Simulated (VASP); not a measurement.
# Au (P6/mmm) in VASP: a series of runs, part 2 of 2

VASP 6.6.1. Earlier steps stand in the parts before.

## Step 4: Single point, PBE

INCAR

```
SYSTEM = Au
PREC = Accurate
ENCUT = 540
EDIFF = 1E-6
ISMEAR = -1
SIGMA = 0.08
LREAL = .FALSE.
LASPH = .TRUE.
NELM = 120
ALGO = Normal
ISIF = 2
LWAVE = .FALSE.
LCHARG = .FALSE.
GGA = PE
NBANDS = 16
GGA_COMPAT = .FALSE.
```

KPOINTS

```
Automatic mesh
0
G
  15 15 14
  0 0 0
```

POSCAR

```
Au
1.0
    2.3766507856      0.0000000000      0.0000000000
   -1.1883253928      2.0582399562      0.0000000000
    0.0000000000      0.0000000000      2.2937336755
Au
1
Direct
    0.0000000000      0.0000000000      0.0000000000
```

On the command line:

```
> cat potpaw_PBE.64/Au_sv_GW/POTCAR > POTCAR
> mpirun -np 1 vasp_std > vasp.out
```

Run time: 29 s. Hardware: 1 thread of Intel Xeon Platinum 8259CL at 2.50GHz (Skylake/Cascade Lake), shared host; peak memory 0.16 GiB.

The run converged. Its results:

```yaml
Free_energy: 1.8310 eV
Pressure: 305.4 GPa
Band_gap_on_the_k_mesh: zero (an odd number of electrons rules out a gap without spin polarisation)
```

Stress tensor (GPa, compression positive):
```
305.40   0.00   0.00
  0.00 305.40   0.00
  0.00   0.00 305.54
```

Levels at points of the mesh, in eV from the Fermi level:
```csv
k point,band 8,band 9,band 10,band 11,band 12,band 13
"(0.00, 0.00, 0.00)",-8.14,-1.97,-1.97,13.29,15.00,22.92
"(0.00, 0.00, 0.50)",-5.45,-5.45,-4.70,4.84,16.65,21.24
```

Caveat: the cell stands under pressure; spin-orbit coupling is left out, which moves the levels of the heavy elements.

## Step 5: Single point, PBE

This run uses another cell than the first one, of 8.32 Å³/atom.

INCAR

```
SYSTEM = Au
PREC = Accurate ; ENCUT = 540
EDIFF = 1E-6 ; ISMEAR = -1
SIGMA = 0.08 ; LREAL = .FALSE.
LASPH = .TRUE. ; NELM = 120
ALGO = Normal ; ISIF = 2
LWAVE = .FALSE. ; LCHARG = .TRUE.
GGA = PE ; LELF = .TRUE.
LVHAR = .TRUE. ; NBANDS = 16
GGA_COMPAT = .FALSE.
```

KPOINTS

```
regular mesh
0
G
  15 15 14
  0 0 0
```

POSCAR

```
Au
1.0
    2.1557453410      0.0000000000      0.0000000000
   -1.0778726705      1.8669302294      0.0000000000
    0.0000000000      0.0000000000      2.0668991500
Au
1
Direct
    0.0000000000      0.0000000000      0.0000000000
```

Potentials or basis: VASP PAW PBE potentials, release 64 (Au_sv_GW).

On the command line:

```
> cat potpaw_PBE.64/Au_sv_GW/POTCAR > POTCAR
> mpirun -np 1 vasp_std > vasp.out
```

OUTCAR:

```text
SYSTEM = Au
   PREC = Accurate
   ENCUT = 540
   EDIFF = 1E-6
   ISMEAR = -1
   LREAL = .FALSE.
   LASPH = .TRUE.
   NELM = 120
   ISIF = 2
   GGA = PE

 ion  position               nearest neighbor table
   1  0.000  0.000  0.000-

  LATTYP: Found a hexagonal cell.
 ALAT       =     2.1557453410
 C/A-ratio  =     0.9587863235

  Lattice vectors:

 A1 = (   2.1557453410,   0.0000000000,   0.0000000000)
 A2 = (  -1.0778726705,   1.8669302294,   0.0000000000)
 A3 = (   0.0000000000,   0.0000000000,   2.0668991500)

Analysis of symmetry for initial positions (statically):
=====================================================================
 Subroutine PRICEL returns:
 Original cell was already a primitive cell.

 Routine SETGRP: Setting up the symmetry group for a
 hexagonal supercell.

 Subroutine GETGRP returns: Found 24 space group operations
 (whereof 24 operations were pure point group operations)
 out of a pool of 24 trial point group operations.

The static configuration has the point symmetry D_6h.

Analysis of symmetry for dynamics (positions and initial velocities):
=====================================================================
[... 154 lines left out ...]

 E-fermi :  26.4716     XC(G=0): -18.4696

 val. band max:       26.4328096068   @ k =   0.4000  -0.0000   0.3571
 cond. band min:      26.6777293225   @ k =   0.2667   0.2000   0.0714
 fundamental gap:      0.2449197157
 Fermi energy:        26.4716144207

 k-point     1 :       0.0000    0.0000    0.0000
  band No.  band energies     occupation
      1     -84.6439      2.00000
      2     -34.6325      2.00000
      3     -34.6187      2.00000
      4     -34.6187      2.00000
      5       5.9654      2.00000
      6       7.9741      2.00000
[... 433 lines left out ...]
      3     -36.3098      2.00000
      4     -34.1557      2.00000
      5      10.1965      2.00000
      6      11.0218      2.00000
[... 8 lines left out ...]
     15      54.5387      0.00000
     16      61.8456      0.00000

 [... further k-points ...]

------------------------ aborting loop because EDIFF is reached ----------------------------------------

  FORCE on cell =-STRESS in cart. coord.  units (eV):
  Direction    XX          YY          ZZ          XY          YZ          ZX
  --------------------------------------------------------------------------------------
  -------------------------------------------------------------------------------------
  Total       53.6354057     53.6354057     53.7581792      0.0000000     -0.0000000      0.0000000
  in kB    10330.4043670  10330.4043671  10354.0510652      0.0000000     -0.0000000      0.0000000
  external PRESSURE =   10338.2865998 kB  Pullay stress =       0.0000000 kB

 VOLUME and BASIS-vectors are now :
 -----------------------------------------------------------------------------
  energy-cutoff  :      540.00
  volume of cell :        8.32
      direct lattice vectors                 reciprocal lattice vectors
     2.155745341  0.000000000  0.000000000     0.463876684  0.267819328  0.000000000
    -1.077872670  1.866930229  0.000000000     0.000000000  0.535638657  0.000000000
     0.000000000  0.000000000  2.066899150     0.000000000  0.000000000  0.483816542

 POSITION                                       TOTAL-FORCE (eV/Angst)
 -----------------------------------------------------------------------------------
      0.00000      0.00000      0.00000        -0.000000      0.000000      0.000000
 -----------------------------------------------------------------------------------
    total drift:                                0.000000      0.000000      0.000000

  FREE ENERGIE OF THE ION-ELECTRON SYSTEM (eV)
  ---------------------------------------------------
  free  energy   TOTEN  =        12.5528602934 eV

  energy  without entropy=       12.5557017988  energy(sigma->0) =       12.55428105
```

Run time: 7.8 s. Hardware: 1 thread of Intel Xeon 6975P-C (Granite Rapids), shared host; peak memory 0.14 GiB.

The run converged, but its numbers aren't listed here, since they failed a check.

Caveat: the cell stands under pressure; spin-orbit coupling is left out, which moves the levels of the heavy elements.

The gap in the log of VASP goes by the Fermi energy; the results here count the filled bands.